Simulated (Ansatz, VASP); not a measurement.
**Sc4Te in VASP and in Ansatz**

Contents of INCAR:

```
PREC     = Accurate       # precision mode
ENCUT    = 520            # plane-wave cutoff, eV
EDIFF    = 1E-6           # SCF threshold, eV
ISMEAR   = 0              # smearing method
SIGMA    = 0.1            # smearing width, eV
LREAL    = False          # projectors in reciprocal space
LASPH    = True           # aspherical terms in the spheres
NELM     = 150            # most SCF steps
ALGO     = Fast           # electronic algorithm
ISIF     = 2              # what is computed and relaxed
LWAVE    = False          # write WAVECAR
LCHARG   = False          # write CHGCAR
ISPIN    = 2              # spin polarisation
MAGMOM   = 1 1 1 1 0      # initial moments
LORBIT   = 11             # projections on sites
LMAXMIX  = 4              # l up to which the mixer works
GGA      = PE             # functional
NBANDS   = 37             # bands
```

KPOINTS

```
regular mesh
0
Gamma
  4 4 4
```

POSCAR

```
Sc4Te
1.0
    5.1656841133      0.0000000000      0.0000000000
    0.0000000000      5.1656841133      0.0000000000
    0.0000000000      0.0000000000      5.1656841133
Sc Te
4 1
Direct
    0.0000000000      0.5000000000      0.5000000000
    0.5000000000      0.0000000000      0.5000000000
    0.5000000000      0.5000000000      0.0000000000
    0.5000000000      0.5000000000      0.5000000000
    0.0000000000      0.0000000000      0.0000000000
```

Input for Ansatz:

```yaml
crystal:
  lattice:
    - [5.1656841133, 0.0, 0.0]
    - [0.0, 5.1656841133, 0.0]
    - [0.0, 0.0, 5.1656841133]
  atoms:
    - { symbol: Sc, position: [0.0, 0.5, 0.5], spin: 1.0 }
    - { symbol: Sc, position: [0.5, 0.0, 0.5], spin: 1.0 }
    - { symbol: Sc, position: [0.5, 0.5, 0.0], spin: 1.0 }
    - { symbol: Sc, position: [0.5, 0.5, 0.5], spin: 1.0 }
    - { symbol: Te, position: [0.0, 0.0, 0.0] }
basis:
  ecutwfc: 420
kpoints:
  mp_grid: { grid: [4, 4, 4] }
hamiltonian:
  xc: pbe
scf:
  occupations: { method: gaussian, width: 0.1 }
  lower_state_search: "off"
output:
  forces: true
  stress: true
  eigenvalues: true
  populations: true
magnetization:
  spin_polarized: true
```

Alike in both runs: task single point; functional PBE; k mesh 4 × 4 × 4; occupations gaussian, width 0.1 eV; collinear spin.

|  | VASP | Ansatz |
| --- | --- | --- |
| version | VASP 6.6.1 | Ansatz 0.2.0 |
| potentials or method | VASP PAW PBE potentials, release 64 (Sc_sv, Te), cutoff 520 eV | scalar-relativistic, plane waves, PAW |
| valence electrons in the cell | 50 | 60 |

|  | VASP | Ansatz | Ansatz less VASP |
| --- | --- | --- | --- |
| gap on the k mesh at the Fermi level (eV) | none | none | - |
| pressure (GPa) | 0.4 | 0.4 | -0.07 |
| net moment per atom (μB) | 0.00 | 0.00 | -0.002 |

A gap of «none» marks a metal or a gap that the smearing closes. VASP's potentials hold 50 valence electrons a cell and Ansatz's 60, so a difference there can come from the potentials and not from the codes. Ansatz's warnings: seeded moment not kept.

Neither program's run includes spin-orbit coupling.
